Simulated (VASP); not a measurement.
Runs of VASP 6.6.1 on TaN. The structure is that of space group P-6m2 (No. 187), or close to it. The cells are those of the table. 

| task | cell | k mesh | cutoff (eV) | smearing | gap on the mesh (eV) | pressure (GPa) |
| --- | --- | --- | --- | --- | --- | --- |
| single point | a = 2.883, b = 2.883, c = 2.837 Å, angles 90.0, 90.0, 120.0°, 2 atoms | 18 × 18 × 14 | 520 | fermi-dirac 0.15 eV | none | 17.1 |
| single point | a = 2.910, b = 2.910, c = 2.860 Å, angles 90.0, 90.0, 120.0°, 2 atoms | 18 × 18 × 14 | 520 | gaussian 0.1 eV | none | 5.9 |
| relaxation of shape and atoms at fixed volume | relaxed from a = 2.983, b = 2.983, c = 2.923 Å, angles 90.0, 90.0, 120.0°, 2 atoms | 18 × 18 × 14 | 600 | gaussian 0.1 eV | none | -18.1 |
| single point | a = 2.880, b = 2.880, c = 2.888 Å, angles 90.0, 90.0, 120.0°, 2 atoms | 24 × 24 × 18 | 520 | gaussian 0.1 eV | none | (a) |
| single point | a = 2.873, b = 2.873, c = 2.830 Å, angles 90.0, 90.0, 120.0°, 2 atoms | 18 × 18 × 14 | 520 | gaussian 0.1 eV | none | 21.1 |

Alike in all rows: level PBEsol; potentials or basis VASP PAW PBE potentials, release 64 (Ta_pv, N); no spin polarisation.

Task: Fill in the values left out.

Result: (a) 9.8.

Caveats: the PAW data sets were made with another functional, which shifts forces and pressure a little; spin-orbit coupling is left out, which moves the levels of the heavy elements; the cell stands under pressure (at least some runs).

A k mesh can miss the band edges, and the runs leave out spin-orbit coupling on Ta.

A gap of «none» marks levels without a gap at the run's occupations.
